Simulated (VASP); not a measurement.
# KBr (I4/mmm) in VASP: a series of runs, part 2 of 2

VASP 6.6.1. Earlier steps stand in the parts before.

### 3 Single point, PBEsol (strain -0.040 along x and y, -0.080 along z)

Input file INCAR:

```
  PREC = Accurate
  ENCUT = 520
  EDIFF = 1E-7
  ISMEAR = 0
  SIGMA = 0.05
  LREAL = F
  LASPH = T
  NELM = 60
  ALGO = Normal
  ISIF = 2
  LWAVE = F
  LCHARG = F
  GGA = PS
  NBANDS = 15
```

Input file KPOINTS:

```
Automatic mesh
0
Gamma
  6 6 6
```

Input file POSCAR:

```
KBr
1.0
    0.0000000000      3.1438834418      3.0128882984
    3.1438834418      0.0000000000      3.0128882984
    3.1438834418      3.1438834418      0.0000000000
K Br
1 1
Direct
    0.0000000000      0.0000000000      0.0000000000
    0.5000000000      0.5000000000      0.5000000000
```

Potentials or basis: VASP PAW PBE potentials, release 64 (K_sv, Br).

Launch:

```sh
$ cat potpaw_PBE.64/K_sv/POTCAR potpaw_PBE.64/Br/POTCAR > POTCAR
$ mpirun -np 1 vasp_std > vasp.out
```

OUTCAR:

```text
PREC = Accurate
   ENCUT = 520
   EDIFF = 1E-7
   ISMEAR = 0
   LREAL = F
   LASPH = T
   NELM = 60
   ISIF = 2
   GGA = PS

 ion  position               nearest neighbor table
   1  0.000  0.000  0.000-   2 3.01   2 3.01   2 3.14   2 3.14   2 3.14   2 3.14
   2  0.500  0.500  0.500-   1 3.01   1 3.01   1 3.14   1 3.14   1 3.14   1 3.14

  LATTYP: Found a body centered tetragonal cell.
 ALAT       =     4.4461226019
 C/A-ratio  =     1.3552879973

  Lattice vectors:

 A1 = (   0.0000000000,  -3.1438834418,  -3.0128882984)
 A2 = (   0.0000000000,   3.1438834418,  -3.0128882984)
 A3 = (   3.1438834418,   0.0000000000,   3.0128882984)

Analysis of symmetry for initial positions (statically):
=====================================================================
 Subroutine PRICEL returns:
 Original cell was already a primitive cell.

 Routine SETGRP: Setting up the symmetry group for a
 body centered tetragonal supercell.

 Subroutine GETGRP returns: Found 16 space group operations
 (whereof 16 operations were pure point group operations)
 out of a pool of 16 trial point group operations.

The static configuration has the point symmetry D_4h.

Analysis of symmetry for dynamics (positions and initial velocities):
=====================================================================
 Subroutine PRICEL returns:
 Original cell was already a primitive cell.

 Routine SETGRP: Setting up the symmetry group for a
 body centered tetragonal supercell.

 Subroutine GETGRP returns: Found 16 space group operations
 (whereof 16 operations were pure point group operations)
 out of a pool of 16 trial point group operations.

The dynamic configuration has the point symmetry D_4h.

 Subroutine INISYM returns: Found 16 space group operations
 (whereof 16 operations are pure point group operations),
 and found     1 'primitive' translations

----------------------------------------------------------------------------------------

                                     Primitive cell

  volume of cell :      59.5588

  direct lattice vectors                    reciprocal lattice vectors
     0.000000000  3.143883442  3.012888298    -0.159038975  0.159038975  0.165953713
     3.143883442  0.000000000  3.012888298     0.159038975 -0.159038975  0.165953713
     3.143883442  3.143883442  0.000000000     0.159038975  0.159038975 -0.165953713

  length of vectors
     4.354480336  4.354480336  4.446122602     0.279512837  0.279512837  0.279512837

  position of ions in fractional coordinates (direct lattice)
     0.000000000  0.000000000  0.000000000
     0.500000000  0.500000000  0.500000000

  ion indices of the primitive-cell ions
   primitive index   ion index
                 1           1
                 2           2

----------------------------------------------------------------------------------------

 KPOINTS: Automatic mesh

Automatic generation of k-mesh.
 Grid dimensions read from file:
 generate k-points for:    6    6    6

 Generating k-lattice:

  Cartesian coordinates                     Fractional coordinates (reciprocal lattice)
    -0.026506496  0.026506496  0.027658952     0.166666667  0.000000000  0.000000000
     0.026506496 -0.026506496  0.027658952     0.000000000  0.166666667  0.000000000
[... 42 lines left out ...]
   total plane-waves  NPLWV =  36864
   dimension x,y,z NGX =    32 NGY =   32 NGZ =   36
   dimension x,y,z NGXF=    64 NGYF=   64 NGZF=   72
   ions per type =               1   1
   NGX,Y,Z   is equivalent  to a cutoff of  12.22, 12.22, 13.46 a.u.
   NGXF,Y,Z  is equivalent  to a cutoff of  24.43, 24.43, 26.92 a.u.
 SYSTEM =  unknown system
   PREC   = accura    normal or accurate (medium, high low for compatibility)
   ISTART =      0    job   : 0-new  1-cont  2-samecut
   ICHARG =      2    charge: 1-file 2-atom 10-const
   ISPIN  =      1    spin polarized calculation?
   LNONCOLLINEAR =      F non collinear calculations
   LSORBIT =      F    spin-orbit coupling
   LASPH  =      T    aspherical Exc in radial PAW
   ENCUT  =  520.0 eV  38.22 Ry    6.18 a.u.   8.10  8.10  8.27*2*pi/ulx,y,z
   NELM   =     60;   NELMIN=  2; NELMDL= -5     # of ELM steps
   EDIFF  = 0.1E-06   stopping-criterion for ELM
   LREAL  =      F    real-space projection
   EDIFFG = 0.1E-05   stopping-criterion for IOM
   NSW    =      0    number of steps for IOM
   IBRION =     -1    ionic relax: 0-MD 1-quasi-New 2-CG
   NFREE  =      0    steps in history (QN), initial steepest desc. (CG)
   ISIF   =      2    stress and relaxation
   ISYM   =      2    0-nonsym 1-usesym 2-fastsym
   POTIM  = 0.5000    time-step for ionic-motion
   TEBEG  =    0.0;   TEEND  =   0.0 temperature during run
   PSTRESS=    0.0 pullay stress
   NELECT =      16.0000    total number of electrons
   NUPDOWN=      -1.0000    fix difference up-down
   EMIN   =  10.00;   EMAX   =-10.00  energy-range for DOS
   EFERMI =   0.00;   METHOD = LEGACY
   ISMEAR =     0;   SIGMA  =   0.05  broadening in eV -4-tet -1-fermi 0-gaus
   EFERMI_NEDOS =   21; number of points for ismear=-14 and -15
   IALGO  =     38    algorithm
   IMIX   =      4    mixing-type and parameters
     AMIX     =   0.40;   BMIX     =  1.00
     AMIX_MAG =   1.60;   BMIX_MAG =  1.00
  volume/ion in A,a.u.               =      29.78       200.96
  Fermi-wavevector in a.u.,A,eV,Ry     =   1.056330  1.996174 15.181824  1.115833
  Thomas-Fermi vector in A             =   2.191561
   LORBIT       =      0    0 simple, 1 ext, 2 COOP (PROOUT), +10 PAW based schemes
   GGA     = PS    functional components
   LHFCALC =     F    Hartree Fock is set to
   AEXX    =    0.0000 exact exchange contribution
   IVDW    =     0    specifies the selected vdW correction
   LEPSILON=     F    determine dielectric tensor
   LRPA    =     F    only Hartree local field effects (RPA)
 non-spin polarized calculation
 Gauss-broadening in eV      SIGMA  =   0.05
  energy-cutoff  :      520.00
  volume of cell :       59.56
 maximum number of plane-waves:      1635
   NGX = 17   NGY = 17   NGZ = 17

 number of electron      15.9999998 magnetization

 Free energy of the ion-electron system (eV)
  ---------------------------------------------------
  ext. energy  EPLUGINS =         0.00000000
  ---------------------------------------------------
  free energy    TOTEN  =        -6.32721525 eV

  energy without entropy =       -6.32721525  energy(sigma->0) =       -6.32721525

 E-fermi :  -0.6167     XC(G=0):  -8.3572

 val. band max:       -0.9173935196   @ k =   0.0000   0.0000   0.0000
 cond. band min:       3.8183600781   @ k =   0.0000   0.0000   0.0000
 fundamental gap:      4.7357535977
 Fermi energy:        -0.6166877128

 k-point     1 :       0.0000    0.0000    0.0000
  band No.  band energies     occupation
      1     -28.2407      2.00000
      2     -13.5611      2.00000
      3     -11.8236      2.00000
      4     -11.7945      2.00000
      5     -11.7945      2.00000
      6      -0.9929      2.00000
      7      -0.9929      2.00000
      8      -0.9174      2.00000
      9       3.8184      0.00000
     10       6.3938      0.00000
     11       6.3938      0.00000
     12       6.7107      0.00000
     13       7.3569      0.00000
     14       7.6098      0.00000
[... 401 lines left out ...]
      2     -13.5305      2.00000
      3     -11.9382      2.00000
      4     -11.8622      2.00000
      5     -11.7627      2.00000
      6      -2.0531      2.00000
      7      -1.5379      2.00000
      8      -1.3462      2.00000
      9       5.0254      0.00000
     10       7.1509      0.00000
     11       8.4948      0.00000
     12       8.8952      0.00000
     13       9.4238      0.00000
     14      10.0168      0.00000
     15      10.6328      0.00000

 [... further k-points ...]

------------------------ aborting loop because EDIFF is reached ----------------------------------------

  FORCE on cell =-STRESS in cart. coord.  units (eV):
  Direction    XX          YY          ZZ          XY          YZ          ZX
  --------------------------------------------------------------------------------------
  -------------------------------------------------------------------------------------
  Total        1.1138502      1.1138502      2.3689326      0.0000000     -0.0000000      0.0000000
  in kB       29.9634253     29.9634253     63.7261074      0.0000000     -0.0000000      0.0000000
  external PRESSURE =      41.2176527 kB  Pullay stress =       0.0000000 kB

 VOLUME and BASIS-vectors are now :
 -----------------------------------------------------------------------------
  energy-cutoff  :      520.00
  volume of cell :       59.56
      direct lattice vectors                 reciprocal lattice vectors
     0.000000000  3.143883442  3.012888298    -0.159038975  0.159038975  0.165953713
     3.143883442  0.000000000  3.012888298     0.159038975 -0.159038975  0.165953713
     3.143883442  3.143883442  0.000000000     0.159038975  0.159038975 -0.165953713

 POSITION                                       TOTAL-FORCE (eV/Angst)
 -----------------------------------------------------------------------------------
      0.00000      0.00000      0.00000        -0.000000     -0.000000      0.000000
      3.14388      3.14388      3.01289         0.000000      0.000000      0.000000
 -----------------------------------------------------------------------------------
    total drift:                                0.000000     -0.000000     -0.000000

  FREE ENERGIE OF THE ION-ELECTRON SYSTEM (eV)
  ---------------------------------------------------
  free  energy   TOTEN  =        -6.3272152453 eV

  energy  without entropy=       -6.3272152453  energy(sigma->0) =       -6.32721525
```

Wall time 37 s (1 thread of AMD EPYC 7R13, shared host); peak memory 0.16 GiB.

Results:

```
Free energy            : -6.3272 eV
Pressure               : 4.1 GPa
Band gap on the k mesh : 4.74 eV
```

Levels at points of the mesh, in eV from the valence-band top:
| k point | band 5 | band 6 | band 7 | band 8 | band 9 | band 10 | band 11 | band 12 |
| --- | --- | --- | --- | --- | --- | --- | --- | --- |
| (0.00, 0.00, 0.00) | -10.88 | -0.08 | -0.08 | 0.00 | 4.74 | 7.31 | 7.31 | 7.63 |
| (0.50, 0.00, 0.00) | -10.49 | -1.70 | -0.60 | -0.59 | 6.73 | 8.69 | 10.11 | 10.13 |
| (0.50, 0.50, 0.00) | -10.97 | -0.99 | -0.47 | -0.47 | 5.32 | 7.76 | 9.62 | 10.29 |
| (0.50, 0.00, 0.50) | -10.94 | -1.12 | -0.39 | -0.36 | 5.38 | 7.71 | 9.50 | 10.26 |

Caveat: the cell differs from its parent crystal (strain -0.040 along x and y, -0.080 along z); the cell stands under pressure; the PAW data sets were made with another functional, which shifts forces and pressure a little.
